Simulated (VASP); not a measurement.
# Hf in VASP: notebook

The runs below take Hf through single point, with PBEsol.

All numbers are computed with VASP 6.6.1; they aren't measurements. Logs are shortened: lines on timing, memory, paths and dates and some standing lists are left out, and cuts for length are marked.

## (1) The cell of the first run

The cell holds a slab with vacuum, 4 atoms: a = 3.159 Å, b = 4.999 Å, c = 19.648 Å, α = 90.00°, β = 90.00°, γ = 90.00°.

## (2) Single point, PBEsol

File INCAR:

```
SYSTEM = Hf
ALGO = Normal
DIPOL = 0.5 0.5 0.500
EDIFF = 1E-6
ENCUT = 520
GGA = PS
IDIPOL = 3
ISIF = 2
ISMEAR = -1
LASPH = .TRUE.
LCHARG = .FALSE.
LDIPOL = .TRUE.
LREAL = .FALSE.
LWAVE = .FALSE.
NBANDS = 28
NELM = 80
PREC = Accurate
SIGMA = 0.05
```

File KPOINTS:

```
k-points
0
G
  10 7 1
  0 0 0
```

File POSCAR:

```
Hf
1.0
    3.1589152031      0.0000000000      0.0000000000
    0.0000000000      4.9985932680      0.0000000000
    0.0000000000      0.0000000000     19.6476000000
Hf
4
Direct
    0.0000000000      0.7500000000      0.4071743853
    0.5000000000      0.2500000000      0.4535871930
    0.5000000000      0.7500000000      0.5464128070
    0.0000000000      0.2500000000      0.5928256147
```

Potentials or basis: VASP PAW PBE potentials, release 64 (Hf_pv).

Run with:

```sh
$ cat potpaw_PBE.64/Hf_pv/POTCAR > POTCAR
$ mpirun -np 1 vasp_std > vasp.out
```

OUTCAR:

```text
SYSTEM = Hf
   EDIFF = 1E-6
   ENCUT = 520
   GGA = PS
   ISIF = 2
   ISMEAR = -1
   LASPH = .TRUE.
   LREAL = .FALSE.
   NELM = 80
   PREC = Accurate

 ion  position               nearest neighbor table
   1  0.000  0.750  0.407-   2 3.09   2 3.09   2 3.09   2 3.09   3 3.16   3 3.16
   2  0.500  0.250  0.454-   3 3.09   3 3.09   1 3.09   1 3.09   1 3.09   1 3.09   4 3.16   4 3.16

   3  0.500  0.750  0.546-   2 3.09   2 3.09   4 3.09   4 3.09   4 3.09   4 3.09   1 3.16   1 3.16

   4  0.000  0.250  0.593-   3 3.09   3 3.09   3 3.09   3 3.09   2 3.16   2 3.16

  LATTYP: Found a simple orthorhombic cell.
 ALAT       =     3.1589152031
 B/A-ratio  =     1.5823765269
 C/A-ratio  =     6.2197301088

  Lattice vectors:

 A1 = (   3.1589152031,   0.0000000000,   0.0000000000)
 A2 = (   0.0000000000,   4.9985932680,   0.0000000000)
 A3 = (   0.0000000000,   0.0000000000,  19.6476000000)

Analysis of symmetry for initial positions (statically):
=====================================================================
 Subroutine PRICEL returns:
 Original cell was already a primitive cell.

 Routine SETGRP: Setting up the symmetry group for a
 simple orthorhombic supercell.

 Subroutine GETGRP returns: Found  8 space group operations
 (whereof  4 operations were pure point group operations)
 out of a pool of  8 trial point group operations.

The static configuration has the point symmetry C_2h.
 The point group associated with its full space group is D_2h.

Analysis of symmetry for dynamics (positions and initial velocities):
=====================================================================
 Subroutine PRICEL returns:
 Original cell was already a primitive cell.

 Routine SETGRP: Setting up the symmetry group for a
 simple orthorhombic supercell.

 Subroutine GETGRP returns: Found  8 space group operations
 (whereof  4 operations were pure point group operations)
 out of a pool of  8 trial point group operations.

The dynamic configuration has the point symmetry C_2h.
 The point group associated with its full space group is D_2h.

 Subroutine INISYM returns: Found  8 space group operations
 (whereof  4 operations are pure point group operations),
 and found     1 'primitive' translations

----------------------------------------------------------------------------------------

                                     Primitive cell

  volume of cell :     310.2382

  direct lattice vectors                    reciprocal lattice vectors
     3.158915203  0.000000000  0.000000000     0.316564370  0.000000000  0.000000000
     0.000000000  4.998593268  0.000000000     0.000000000  0.200056285  0.000000000
     0.000000000  0.000000000 19.647600000     0.000000000  0.000000000  0.050896802

  length of vectors
     3.158915203  4.998593268 19.647600000     0.316564370  0.200056285  0.050896802

  position of ions in fractional coordinates (direct lattice)
     0.000000000  0.750000000  0.407174385
     0.500000000  0.250000000  0.453587193
     0.500000000  0.750000000  0.546412807
     0.000000000  0.250000000  0.592825615

  ion indices of the primitive-cell ions
   primitive index   ion index
                 1           1
                 2           2
                 3           3
                 4           4

----------------------------------------------------------------------------------------

 KPOINTS: k-points

Automatic generation of k-mesh.
 Grid dimensions read from file:
 generate k-points for:   10    7    1

 Generating k-lattice:

  Cartesian coordinates                     Fractional coordinates (reciprocal lattice)
     0.031656437  0.000000000  0.000000000     0.100000000  0.000000000  0.000000000
     0.000000000  0.028579469  0.000000000     0.000000000  0.142857143  0.000000000
     0.000000000  0.000000000  0.050896802     0.000000000  0.000000000  1.000000000

  Length of vectors
     0.031656437  0.028579469  0.050896802

  Shift w.r.t. Gamma in fractional coordinates (k-lattice)
     0.000000000  0.000000000  0.000000000

 Subroutine IBZKPT returns following result:
 ===========================================

 Found     24 irreducible k-points:

 Following reciprocal coordinates:
            Coordinates               Weight
  0.000000  0.000000  0.000000      1.000000
  0.100000  0.000000  0.000000      2.000000
  0.200000  0.000000  0.000000      2.000000
  0.300000  0.000000  0.000000      2.000000
  0.400000  0.000000  0.000000      2.000000
  0.500000  0.000000  0.000000      1.000000
[... 16 lines left out ...]
  0.400000  0.428571  0.000000      4.000000
  0.500000  0.428571  0.000000      2.000000
   k-points           NKPTS =     24   k-points in BZ     NKDIM =     24   number of bands    NBANDS=     28
   number of dos      NEDOS =    301   number of ions     NIONS =      4
   total plane-waves  NPLWV = 144000
   dimension x,y,z NGX =    24 NGY =   40 NGZ =  150
   dimension x,y,z NGXF=    48 NGYF=   80 NGZF=  300
   ions per type =               4
   NGX,Y,Z   is equivalent  to a cutoff of  12.63, 13.30, 12.69 a.u.
   NGXF,Y,Z  is equivalent  to a cutoff of  25.26, 26.61, 25.38 a.u.
 SYSTEM =  Hf
   PREC   = accura    normal or accurate (medium, high low for compatibility)
   ISTART =      0    job   : 0-new  1-cont  2-samecut
   ICHARG =      2    charge: 1-file 2-atom 10-const
   ISPIN  =      1    spin polarized calculation?
   LNONCOLLINEAR =      F non collinear calculations
   LSORBIT =      F    spin-orbit coupling
   LASPH  =      T    aspherical Exc in radial PAW
   ENCUT  =  520.0 eV  38.22 Ry    6.18 a.u.   5.87  9.29 36.53*2*pi/ulx,y,z
   NELM   =     80;   NELMIN=  2; NELMDL= -5     # of ELM steps
   EDIFF  = 0.1E-05   stopping-criterion for ELM
   LREAL  =      F    real-space projection
[... 7 lines left out ...]
   TEBEG  =    0.0;   TEEND  =   0.0 temperature during run
   PSTRESS=    0.0 pullay stress
   NELECT =      40.0000    total number of electrons
   NUPDOWN=      -1.0000    fix difference up-down
   EMIN   =  10.00;   EMAX   =-10.00  energy-range for DOS
   EFERMI =   0.00;   METHOD = LEGACY
   ISMEAR =    -1;   SIGMA  =   0.05  broadening in eV -4-tet -1-fermi 0-gaus
   EFERMI_NEDOS =   21; number of points for ismear=-14 and -15
   IALGO  =     38    algorithm
   IMIX   =      4    mixing-type and parameters
     AMIX     =   0.40;   BMIX     =  1.00
     AMIX_MAG =   1.60;   BMIX_MAG =  1.00
  volume/ion in A,a.u.               =      77.56       523.40
  Fermi-wavevector in a.u.,A,eV,Ry     =   0.827046  1.562891  9.306457  0.684005
  Thomas-Fermi vector in A             =   1.939183
   LORBIT       =      0    0 simple, 1 ext, 2 COOP (PROOUT), +10 PAW based schemes
   GGA     = PS    functional components
   LHFCALC =     F    Hartree Fock is set to
   AEXX    =    0.0000 exact exchange contribution
   IVDW    =     0    specifies the selected vdW correction
   LEPSILON=     F    determine dielectric tensor
   LRPA    =     F    only Hartree local field effects (RPA)
 non-spin polarized calculation
  energy-cutoff  :      520.00
  volume of cell :      310.24
 maximum number of plane-waves:      8408
 NGX is ok and might be reduce to    24
   NGX = 11   NGY = 19   NGZ = 73

 number of electron      39.9999989 magnetization

 dipolmoment           0.000000      0.000000      0.000000 electrons x Angstroem

 Free energy of the ion-electron system (eV)
  ---------------------------------------------------
  ext. energy  EPLUGINS =         0.00000000
  ---------------------------------------------------
  free energy    TOTEN  =       -37.83906196 eV

  energy without entropy =      -37.78509485  energy(sigma->0) =      -37.81207840

 E-fermi :  -1.2820     XC(G=0):  -4.3211

 val. band max:       -1.3124277473   @ k =   0.1000   0.2857   0.0000
 cond. band min:      -1.2764441214   @ k =   0.5000   0.4286   0.0000
 fundamental gap:      0.0359836259
 Fermi energy:        -1.2819558108

 k-point     1 :       0.0000    0.0000    0.0000
  band No.  band energies     occupation
      1     -32.5501      2.00000
      2     -32.5336      2.00000
      3     -32.4982      2.00000
      4     -32.3956      2.00000
      5     -32.0193      2.00000
      6     -31.9868      2.00000
[... 20 lines left out ...]
     27       0.6358      0.00000
     28       0.7408      0.00000

 k-point     2 :       0.1000    0.0000    0.0000
  band No.  band energies     occupation
      1     -32.5463      2.00000
      2     -32.5273      2.00000
      3     -32.4794      2.00000
      4     -32.3819      2.00000
      5     -32.0577      2.00000
      6     -32.0371      2.00000
[... 20 lines left out ...]
     27       0.7243      0.00000
     28       0.8940      0.00000

 k-point     3 :       0.2000    0.0000    0.0000
  band No.  band energies     occupation
      1     -32.5382      2.00000
      2     -32.5105      2.00000
      3     -32.4267      2.00000
      4     -32.3447      2.00000
      5     -32.1587      2.00000
      6     -32.1562      2.00000
[... 20 lines left out ...]
     27       1.0524      0.00000
     28       1.1090      0.00000

 k-point     4 :       0.3000    0.0000    0.0000
  band No.  band energies     occupation
      1     -32.5336      2.00000
      2     -32.4897      2.00000
      3     -32.3514      2.00000
      4     -32.2983      2.00000
      5     -32.2954      2.00000
      6     -32.2751      2.00000
[... 578 lines left out ...]
     27       0.9229      0.00000
     28       1.2746      0.00000

 k-point    23 :       0.4000    0.4286    0.0000
  band No.  band energies     occupation
      1     -32.5144      2.00000
      2     -32.5065      2.00000
      3     -32.4572      2.00000
      4     -32.4546      2.00000
      5     -32.3508      2.00000
      6     -32.3408      2.00000
[... 20 lines left out ...]
     27       0.9012      0.00000
     28       1.4464      0.00000

 k-point    24 :       0.5000    0.4286    0.0000
  band No.  band energies     occupation
      1     -32.5134      2.00000
      2     -32.5114      2.00000
      3     -32.4941      2.00000
      4     -32.4898      2.00000
      5     -32.3585      2.00000
      6     -32.3484      2.00000
[... 20 lines left out ...]
     27       0.9473      0.00000
     28       1.3147      0.00000

------------------------ aborting loop because EDIFF is reached ----------------------------------------

 vacuum level on the upper side and lower side of the slab       (xc-potential included)        -0.157        -0.157

  FORCE on cell =-STRESS in cart. coord.  units (eV):
  Direction    XX          YY          ZZ          XY          YZ          ZX
  --------------------------------------------------------------------------------------
  -------------------------------------------------------------------------------------
  Total       -6.3165815     -4.4986328     -3.2625162      0.0000000      0.0000000      0.0000000
  in kB      -32.6210104    -23.2324949    -16.8487616      0.0000000      0.0000000      0.0000000
  external PRESSURE =     -24.2340890 kB  Pullay stress =       0.0000000 kB

 VOLUME and BASIS-vectors are now :
 -----------------------------------------------------------------------------
  energy-cutoff  :      520.00
  volume of cell :      310.24
      direct lattice vectors                 reciprocal lattice vectors
     3.158915203  0.000000000  0.000000000     0.316564370  0.000000000  0.000000000
     0.000000000  4.998593268  0.000000000     0.000000000  0.200056285  0.000000000
     0.000000000  0.000000000 19.647600000     0.000000000  0.000000000  0.050896802

 POSITION                                       TOTAL-FORCE (eV/Angst)
 -----------------------------------------------------------------------------------
      0.00000      3.74894      8.00000         0.000000     -0.000000      0.679819
      1.57946      1.24965      8.91190         0.000000     -0.000000      0.421951
      1.57946      3.74894     10.73570         0.000000      0.000000     -0.421951
      0.00000      1.24965     11.64760         0.000000     -0.000000     -0.679819
 -----------------------------------------------------------------------------------
    total drift:                                0.000000     -0.000000      0.000000

  FREE ENERGIE OF THE ION-ELECTRON SYSTEM (eV)
  ---------------------------------------------------
  free  energy   TOTEN  =       -37.8390619590 eV

  energy  without entropy=      -37.7850948462  energy(sigma->0) =      -37.81207840

 vacuum level on the upper side and lower side of the slab         2.505         2.505
```

Wall time 3.4 min (1 thread of AMD EPYC 9R45 (Zen 5), shared host); peak memory 0.42 GiB.

Results:

```yaml
Free_energy: -37.8391 eV
Largest_force: 0.680 eV/Å
Band_gap_on_the_k_mesh: zero (bands 20 and 21 overlap by 0.54 eV)
```

Forces on the atoms (eV/Å):
```
Hf   0.000  0.000  0.680
Hf   0.000  0.000  0.422
Hf   0.000  0.000 -0.422
Hf   0.000  0.000 -0.680
```

Caveat: the PAW data sets were made with another functional, which shifts forces and pressure a little; spin-orbit coupling is left out, which moves the levels of the heavy elements.

## (3) Single point, PBEsol

File INCAR:

```
SYSTEM = Hf
PREC = Accurate
ENCUT = 520
EDIFF = 1E-7
ISMEAR = -1
SIGMA = 0.05
LREAL = .FALSE.
LASPH = .TRUE.
NELM = 100
ALGO = Normal
ISIF = 2
LWAVE = .FALSE.
LCHARG = .TRUE.
LDIPOL = .TRUE.
IDIPOL = 3
DIPOL = 0.5 0.5 0.500
GGA = PS
LELF = .TRUE.
LVHAR = .TRUE.
LVACPOTAV = .TRUE.
NBANDS = 28
```

File KPOINTS:

```
regular mesh
0
G
  10 7 1
  0 0 0
```

File POSCAR:

```
Hf
1.0
    3.1589152031      0.0000000000      0.0000000000
    0.0000000000      4.9985932680      0.0000000000
    0.0000000000      0.0000000000     19.6476000000
Hf
4
Direct
    0.0000000000      0.7500000000      0.4151605211
    0.5000000000      0.2500000000      0.4568031568
    0.5000000000      0.7500000000      0.5431967915
    0.0000000000      0.2500000000      0.5848395306
```

Potentials or basis: VASP PAW PBE potentials, release 64 (Hf_pv).

Run with:

```sh
$ cat potpaw_PBE.64/Hf_pv/POTCAR > POTCAR
$ mpirun -np 1 vasp_std > vasp.out
```

Wall time 4 min (1 thread of AMD EPYC 9R45 (Zen 5), shared host); peak memory 0.4 GiB.

It converged, with:

```yaml
Free_energy: -38.0030 eV
Largest_force: 0.039 eV/Å
Band_gap_on_the_k_mesh: zero (bands 20 and 21 overlap by 0.65 eV)
```

Forces in eV/Å, atoms in the order of the input:
```
Hf   0.000  0.000  0.036
Hf   0.000  0.000  0.039
Hf   0.000  0.000 -0.039
Hf   0.000  0.000 -0.036
```

Levels at points of the mesh, in eV from the Fermi level:
```tsv
k point	band 18	band 19	band 20	band 21	band 22	band 23
(0.00, 0.00, 0.00)	-0.36	-0.25	0.51	0.82	0.93	1.04
(0.50, 0.00, 0.00)	-1.32	-1.23	-0.65	0.16	0.46	0.79
```

Caveat: the PAW data sets were made with another functional, which shifts forces and pressure a little; spin-orbit coupling is left out, which moves the levels of the heavy elements.

## (4) Single point, PBEsol

File INCAR:

```
PREC = Accurate ; ENCUT = 520
EDIFF = 1E-7 ; ISMEAR = -1
SIGMA = 0.05 ; LREAL = False
LASPH = True ; NELM = 60
ALGO = Normal ; ISIF = 2
LWAVE = False ; LCHARG = False
LDIPOL = True ; IDIPOL = 3
DIPOL = 0.5 0.5 0.500 ; GGA = PS
NBANDS = 28
```

File KPOINTS:

```
regular mesh
0
Gamma
  10 7 1
```

File POSCAR:

```
Hf
1.0
    3.1589152031      0.0000000000      0.0000000000
    0.0000000000      4.9985932680      0.0000000000
    0.0000000000      0.0000000000     19.6476000000
Hf
4
Direct
    0.0000000000      0.7500000000      0.4149731732
    0.5000000000      0.2500000000      0.4568827716
    0.5000000000      0.7500000000      0.5431172250
    0.0000000000      0.2500000000      0.5850268302
```

Run with:

```sh
$ cat potpaw_PBE.64/Hf_pv/POTCAR > POTCAR
$ mpirun -np 1 vasp_std > vasp.out
```

Wall time 3.9 min (1 thread of AMD EPYC 9R45 (Zen 5), shared host); peak memory 0.42 GiB.

Results (log left out):

```yaml
Free_energy: -38.0028 eV
Largest_force: 0.049 eV/Å
Band_gap_on_the_k_mesh: zero (bands 20 and 21 overlap by 0.65 eV)
```

Forces in eV/Å, atoms in the order of the input:
```
Hf   0.000  0.000  0.049
Hf   0.000  0.000  0.041
Hf   0.000  0.000 -0.041
Hf   0.000  0.000 -0.049
```

Levels at points of the mesh, in eV from the Fermi level:
| k point | band 16 | band 17 | band 18 | band 19 | band 20 | band 21 | band 22 | band 23 | band 24 | band 25 |
| --- | --- | --- | --- | --- | --- | --- | --- | --- | --- | --- |
| (0.00, 0.00, 0.00) | -2.70 | -1.73 | -0.36 | -0.26 | 0.51 | 0.82 | 0.92 | 1.04 | 1.52 | 1.64 |
| (0.50, 0.00, 0.00) | -1.88 | -1.71 | -1.32 | -1.24 | -0.65 | 0.16 | 0.46 | 0.79 | 0.90 | 0.95 |

Caveat: the PAW data sets were made with another functional, which shifts forces and pressure a little; spin-orbit coupling is left out, which moves the levels of the heavy elements.

[end of part 1 of 2]
